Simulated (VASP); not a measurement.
A run of VASP 6.6.1:

The input INCAR:

```
PREC = Accurate
ENCUT = 520
EDIFF = 1E-6
ISMEAR = 0
SIGMA = 0.1
LREAL = F
LASPH = T
NELM = 60
ALGO = Fast
ISIF = 2
LWAVE = F
LCHARG = F
GGA = PE
NBANDS = 13
```

The input KPOINTS:

```
regular mesh
0
Gamma
  20 20 20
```

POSCAR

```
AlCo
1.0
    2.7638932944      0.0000000000      0.0000000000
    0.0000000000      2.7638932944      0.0000000000
    0.0000000000      0.0000000000      2.7638932944
Al Co
1 1
Direct
    0.0000000000      0.0000000000      0.0000000000
    0.5000000000      0.5000000000      0.5000000000
```

Potentials or basis: VASP PAW PBE potentials, release 64 (Al, Co).

The run is started by

```bash
$ cat potpaw_PBE.64/Al/POTCAR potpaw_PBE.64/Co/POTCAR > POTCAR
$ mpirun -np 1 vasp_std > vasp.out
```

Hardware: 1 thread of Intel Xeon 8259CL (shared host).

Task: How long does it take, and how much memory?

Result: It took 64 s on 1 thread of Intel Xeon 8259CL, on a shared host, peak memory 0.21 GiB. Counts: scf iterations 15, k points 286.
